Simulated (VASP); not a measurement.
Write the native input for VASP 6.6.1 that does the following.

- Task: single point
- Functional: LDA
- Potentials or basis: VASP PAW LDA potentials, release 64 (W_sv)
- Cutoff: 520 eV
- k mesh: 9 × 6 × 6
- Occupations: fermi-dirac, width 0.05 eV
- Spin: no spin polarisation
- Dipole correction: no
- Further INCAR settings: ALGO = Fast; EDIFF = 1e-07; NBANDS = 36

The structure of W lies in POSCAR:

```
W
1.0
    2.8096620000      0.0000000000      0.0000000000
    0.0000000000      4.8638700000      0.0000000000
    0.0000000000      0.0000000000      4.9236950000
W
4
Direct
    0.7931720000      0.9368430000      0.7500000000
    0.2068280000      0.4368430000      0.7500000000
    0.2068280000      0.0631570000      0.2500000000
    0.7931720000      0.5631570000      0.2500000000
```

The input as run:

INCAR

```
PREC = Accurate
ENCUT = 520
EDIFF = 1E-7
ISMEAR = -1
SIGMA = 0.05
LREAL = False
LASPH = True
NELM = 100
ALGO = Fast
ISIF = 2
LWAVE = False
LCHARG = False
NBANDS = 36
```

KPOINTS

```
Automatic mesh
0
Gamma
  9 6 6
```

Potentials or basis: VASP PAW LDA potentials, release 64 (W_sv).

Launch:

```bash
$ cat potpaw_LDA.64/W_sv/POTCAR > POTCAR
$ mpirun -np 1 vasp_std > vasp.out
```

It gave:

The pressure is -14.3 GPa and the largest force is 0.102 eV/Å. The band gap on the k mesh is zero (bands 28 and 29 overlap by 1.26 eV).

Caveat: the cell stands under tension; spin-orbit coupling is left out, which moves the levels of the heavy elements.

Wall time 4.2 min on 1 thread of AMD EPYC 7R43 64-Core Processor (Zen 3) (shared host), peak memory 0.22 GiB.
